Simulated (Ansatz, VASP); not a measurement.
**One calculation of V, two programs**

```
CELL_PARAMETERS angstrom
2.57317 0.00000 0.00000
-1.28659 2.22843 0.00000
0.00000 0.00000 4.64645
ATOMIC_POSITIONS crystal
V 0.33333 0.66667 0.25000
V 0.66667 0.33333 0.75000
```

Alike in both runs: task relaxation of cell and atoms; functional PBEsol; k mesh 24 × 24 × 12; occupations gaussian, width 0.1 eV; no spin polarisation.

|  | VASP | Ansatz |
| --- | --- | --- |
| version | VASP 6.6.1 | Ansatz 0.2.0 |
| potentials or method | VASP PAW PBE potentials, release 64 (V_sv), cutoff 600 eV | scalar-relativistic, plane waves, PAW |
| valence electrons in the cell | 26 | 26 |

```csv
,VASP,Ansatz,Ansatz less VASP
"gap on the k mesh at the Fermi level, each at its own relaxed structure (eV)",none,none,-
relaxed volume (Å³/atom),13.32,13.31,-0.013
relaxed length of the cell vector where the two differ most in proportion (Å),2.575,2.574,-0.0012
```

VASP's potentials were made for PBE, not for PBEsol. A gap of «none» marks a metal or a gap that the smearing closes.
